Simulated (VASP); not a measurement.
Input of a VASP 6.6.1 run:

File INCAR:

```
SYSTEM = Au
PREC = Accurate ; ENCUT = 520
EDIFF = 1E-6 ; ISMEAR = 1
SIGMA = 0.01 ; LREAL = .False.
LASPH = .True. ; NELM = 80
ALGO = Fast ; ISIF = 2
LWAVE = .False. ; LCHARG = .False.
GGA = PE ; NBANDS = 18
```

Contents of KPOINTS:

```
regular mesh
0
Gamma
  16 16 10
  0 0 0
```

File POSCAR:

```
Au
1.0
    1.4113099650     -2.5559330250      0.0000000000
    1.4113099650      2.5559330250      0.0000000000
    0.0000000000      0.0000000000      4.8931696100
Au
2
Direct
    0.6653279700      0.3346720300      0.2500000000
    0.3346720300      0.6653279700      0.7500000000
```

Potentials or basis: VASP PAW PBE potentials, release 64 (Au).

Launch:

```bash
$ cat potpaw_PBE.64/Au/POTCAR > POTCAR
$ mpirun -np 1 vasp_std > vasp.out
```

(1) Estimate the band gap on the k mesh.

(2) Predict the largest force.

(3) Predict the pressure.

## Answers

(1) zero (bands 11 and 12 overlap by 6.58 eV).

(2) 0.006 eV/Å.

(3) 3.0 GPa.

Caveat: spin-orbit coupling is left out, which moves the levels of the heavy elements.
